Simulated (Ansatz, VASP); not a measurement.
One calculation of KCl, two programs

The input INCAR:

```
PREC     = Accurate       # precision mode
ENCUT    = 520            # plane-wave cutoff, eV
EDIFF    = 1E-6           # SCF threshold, eV
ISMEAR   = 0              # smearing method
SIGMA    = 0.01           # smearing width, eV
LREAL    = False          # projectors in reciprocal space
LASPH    = True           # aspherical terms in the spheres
NELM     = 100            # most SCF steps
ALGO     = Normal         # electronic algorithm
ISIF     = 2              # what is computed and relaxed
LWAVE    = False          # write WAVECAR
LCHARG   = False          # write CHGCAR
GGA      = PS             # functional
NBANDS   = 15             # bands
```

File KPOINTS:

```
Automatic mesh
0
Gamma
  8 8 8
```

POSCAR

```
KCl
1.0
    0.0000000000      3.1368844554      3.1368844554
    3.1368844554      0.0000000000      3.1368844554
    3.1368844554      3.1368844554      0.0000000000
K Cl
1 1
Direct
    0.0000000000      0.0000000000      0.0000000000
    0.5000000000      0.5000000000      0.5000000000
```

Input for Ansatz:

```yaml
crystal:
  lattice:
    - [0.0, 3.13688445544, 3.13688445544]
    - [3.13688445544, 0.0, 3.13688445544]
    - [3.13688445544, 3.13688445544, 0.0]
  atoms:
    - { symbol: K, position: [0.0, 0.0, 0.0] }
    - { symbol: Cl, position: [0.5, 0.5, 0.5] }
kpoints:
  mp_grid: { grid: [8, 8, 8] }
scf:
  occupations: { method: fixed }
  convergence: { dr2_threshold: 1.0e-10 }
hamiltonian:
  xc: pbesol
  pseudopotentials: { kind: all_electron, lapw: { basis_error: 0.0005 } }
output:
  forces: true
  stress: true
  eigenstates:
    kpoints:
      - [0.0, 0.0, 0.0]
      - [-0.5, 0.0, -0.5]
      - [0.0, -0.5, -0.5]
      - [-0.5, -0.5, 0.0]
      - [-0.5, 0.0, 0.0]
      - [0.0, -0.5, 0.0]
      - [0.0, 0.0, -0.5]
      - [-0.5, -0.5, -0.5]
  eigenvalues: true
```

Alike in both runs: task single point; functional PBEsol; k mesh 8 × 8 × 8; no spin polarisation.

```csv
,VASP,Ansatz
version,VASP 6.6.1,Ansatz 0.2.0
potentials or method,"VASP PAW PBE potentials, release 64 (K_sv, Cl), cutoff 520 eV","all-electron LAPW, scalar-relativistic"
occupations,"gaussian, width 0.01 eV",fixed
```

VASP gave:

- gap on the k mesh at the Fermi level (eV): 5.05
- pressure (GPa): -0.2

Estimate Ansatz's values.

gap on the k mesh at the Fermi level (eV): 5.06; pressure (GPa): -0.3.

VASP's potentials were made for PBE, not for PBEsol. Ansatz ran all-electron here, and VASP with PAW potentials.
